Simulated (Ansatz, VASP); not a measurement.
## One calculation of CsRb, two programs

File INCAR:

```
SYSTEM = CsRb
  PREC = Accurate
  ENCUT = 520
  EDIFF = 1E-6
  ISMEAR = 0
  SIGMA = 0.15
  LREAL = .FALSE.
  LASPH = .TRUE.
  NELM = 100
  ALGO = Normal
  ISIF = 2
  LWAVE = .FALSE.
  LCHARG = .FALSE.
  GGA = CA
  NBANDS = 16
```

The input KPOINTS:

```
Automatic mesh
0
G
  10 10 6
  0 0 0
```

POSCAR

```
CsRb
1.0
    3.1289996934     -4.3807472089      0.0000000000
    3.1289996934      4.3807472089      0.0000000000
    0.0000000000      0.0000000000      8.1382418194
Cs Rb
1 1
Direct
    0.0000000000      0.0000000000      0.0000000000
    0.5000000000      0.5000000000      0.5000000000
```

Input for Ansatz:

```yaml
crystal:
  lattice:
    - [3.1289996934, -4.3807472089, 0.0]
    - [3.1289996934, 4.3807472089, 0.0]
    - [0.0, 0.0, 8.1382418194]
  atoms:
    - { symbol: Cs, position: [0.0, 0.0, 0.0] }
    - { symbol: Rb, position: [0.5, 0.5, 0.5] }
basis:
  ecutwfc: 420
kpoints:
  mp_grid: { grid: [10, 10, 6] }
hamiltonian:
  xc: lda
scf:
  occupations: { method: gaussian, width: 0.15 }
output:
  forces: true
  stress: true
  eigenvalues: true
```

Change from the starting cell: strain +0.030 along x and y, -0.030 along z, atoms carried along.

Alike in both runs: task single point; functional LDA; k mesh 10 × 10 × 6; occupations gaussian, width 0.15 eV; no spin polarisation.

|  | VASP | Ansatz |
| --- | --- | --- |
| version | VASP 6.6.1 | Ansatz 0.2.0 |
| potentials or method | VASP PAW LDA potentials, release 64 (Cs_sv, Rb_sv), cutoff 520 eV | scalar-relativistic, plane waves, PAW |
| valence electrons in the cell | 18 | 18 |

```csv
,VASP,Ansatz,Ansatz less VASP
gap on the k mesh at the Fermi level (eV),none,none,-
pressure (GPa),-0.5,-0.5,0.00
"traceless stress, the component that is largest in VASP (GPa)",-0.06,-0.06,+0.001
```

LDA's correlation is that of Perdew and Zunger in VASP and of Perdew and Wang (1992) in Ansatz. A gap of «none» marks a metal or a gap that the smearing closes.

Spin-orbit coupling is off throughout.
